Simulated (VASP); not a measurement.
A run of VASP 6.6.1:

INCAR

```
SYSTEM = ReS
PREC = Accurate
ENCUT = 560
EDIFF = 1E-6
ISMEAR = 0
SIGMA = 0.05
LREAL = .False.
LASPH = .True.
NELM = 200
ALGO = Normal
ISIF = 2
LWAVE = .False.
LCHARG = .True.
ISPIN = 2
MAGMOM = 0.05 0
LORBIT = 11
LMAXMIX = 4
GGA = PE
LELF = .True.
LVHAR = .True.
NBANDS = 22
GGA_COMPAT = .False.
```

File KPOINTS:

```
Automatic mesh
0
Gamma
  12 12 12
  0 0 0
```

Contents of POSCAR:

```
ReS
1.0
    0.0000000000      2.6183291373      2.6183291373
    2.6183291373      0.0000000000      2.6183291373
    2.6183291373      2.6183291373      0.0000000000
Re S
1 1
Direct
    0.0038192295     -0.0038192295      0.0038192295
    0.2500000000      0.2500000000      0.2500000000
```

Potentials or basis: VASP PAW PBE potentials, release 64 (Re_sv_GW, S).

Launch:

```console
$ cat potpaw_PBE.64/Re_sv_GW/POTCAR potpaw_PBE.64/S/POTCAR > POTCAR
$ mpirun -np 1 vasp_std > vasp.out
```

Hardware: 1 thread of AMD EPYC 9R45 96-Core Processor (Zen 5), on a shared host.

How long does it take, and how much memory?

It took 4.4 min on 1 thread of AMD EPYC 9R45 96-Core Processor (Zen 5), with other jobs on the host, peak memory 0.45 GiB. Counts: scf iterations 14, k points 280.
